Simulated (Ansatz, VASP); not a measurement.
**Two plane-wave programs on Cd**

The input INCAR:

```
SYSTEM = Cd
PREC     = Accurate       ! precision mode
ENCUT    = 520            ! plane-wave cutoff, eV
EDIFF    = 1E-6           ! SCF threshold, eV
ISMEAR   = -1             ! smearing method
SIGMA    = 0.1            ! smearing width, eV
LREAL    = .False.        ! projectors in reciprocal space
LASPH    = .True.         ! aspherical terms in the spheres
NELM     = 60             ! most SCF steps
ALGO     = Normal         ! electronic algorithm
ISIF     = 2              ! what is computed and relaxed
LWAVE    = .False.        ! write WAVECAR
LCHARG   = .True.         ! write CHGCAR
GGA      = RP             ! functional
LELF     = .True.         ! ELF
LVHAR    = .True.       
NBANDS   = 25             ! bands
```

The input KPOINTS:

```
regular mesh
0
Gamma
  8 8 11
  0 0 0
```

The input POSCAR:

```
Cd
1.0
    5.3278495416      0.0000000000      0.0000000000
   -2.6639247708      4.6140530506      0.0000000000
    0.0000000000      0.0000000000      3.2160674846
Cd
3
Direct
    0.0000000000      1.0000000000      0.0000000000
    0.3333333333      0.6666666667      0.5000000000
    0.6666666667      0.3333333333      0.5000000000
```

Input for Ansatz:

```yaml
crystal:
  lattice:
    - [5.3278495416, 0.0, 0.0]
    - [-2.6639247708, 4.6140530506, 0.0]
    - [0.0, 0.0, 3.2160674846]
  atoms:
    - { symbol: Cd, position: [0.0, 1.0, 0.0] }
    - { symbol: Cd, position: [0.3333333333, 0.6666666667, 0.5] }
    - { symbol: Cd, position: [0.6666666667, 0.3333333333, 0.5] }
hamiltonian:
  xc: rpbe
  pseudopotentials:
    kind: paw
    azcp:
      Cd: "pseudopotentials/Cd.paw.azcp"
basis:
  ecutwfc: 420
  fft_grid_basis: typed
kpoints:
  mp_grid: { grid: [8, 8, 11], shift: [0, 0, 0] }
magnetization:
  spin_polarized: false
scf:
  occupations: { method: fermi_dirac, width: 0.1 }
  lower_state_search: "off"
output:
  stress: true
```

Alike in both runs: task single point; functional RPBE; k mesh 8 × 8 × 11; occupations fermi-dirac, width 0.1 eV; no spin polarisation.

|  | VASP | Ansatz |
| --- | --- | --- |
| version | VASP 6.6.1 | Ansatz 0.2.0 |
| potentials or method | VASP PAW PBE potentials, release 64 (Cd), cutoff 520 eV | plane waves (420 eV) with PAW, scalar-relativistic |
| valence electrons in the cell | 36 | 60 |

```csv
,VASP,Ansatz,Ansatz less VASP
pressure (GPa),-0.7,-0.8,-0.12
```

VASP's potentials were made for PBE, not for RPBE. With one functional, cell and mesh, what is left measures potentials, basis and numerics. VASP's potentials hold 36 valence electrons a cell and Ansatz's 60, so a difference there can come from the potentials and not from the codes.
